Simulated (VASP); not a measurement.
Sb, 1 atom in the cell. It takes space group Im-3m (No. 229, cubic). Conventional cell: a = 3.743 Å, b = 3.743 Å, c = 3.743 Å, α = 90.00°, β = 90.00°, γ = 90.00°. Sb (site symmetry m-3m) has 14 Sb at 3.24 to 3.74 Å within 4.3 Å. 

- Program: VASP 6.6.1
- Task: single point
- Functional: PBE
- Dispersion: D3(BJ)
- Potentials or basis: VASP PAW PBE potentials, release 64 (Sb)
- Cutoff: 520 eV
- k mesh: 18 × 18 × 18
- Occupations: gaussian, width 0.15 eV
- Spin: no spin polarisation
- Dipole correction: no
- Further INCAR settings: ALGO = Normal; EDIFF = 1e-07; NBANDS = 8

Potentials or basis: VASP PAW PBE potentials, release 64 (Sb).

The run is started by

```console
$ cat potpaw_PBE.64/Sb/POTCAR > POTCAR
$ mpirun -np 1 vasp_std > vasp.out
```

Hardware: 1 thread of AMD EPYC 9R45 96-Core Processor (Zen 5) (shared host).

**Question.** How long does it take, and how much memory?

**Answer.** Run time: 15 s on 1 thread of AMD EPYC 9R45 96-Core Processor (Zen 5), with other jobs on the host, peak memory 0.14 GiB. Counts: scf iterations 12, k points 195.
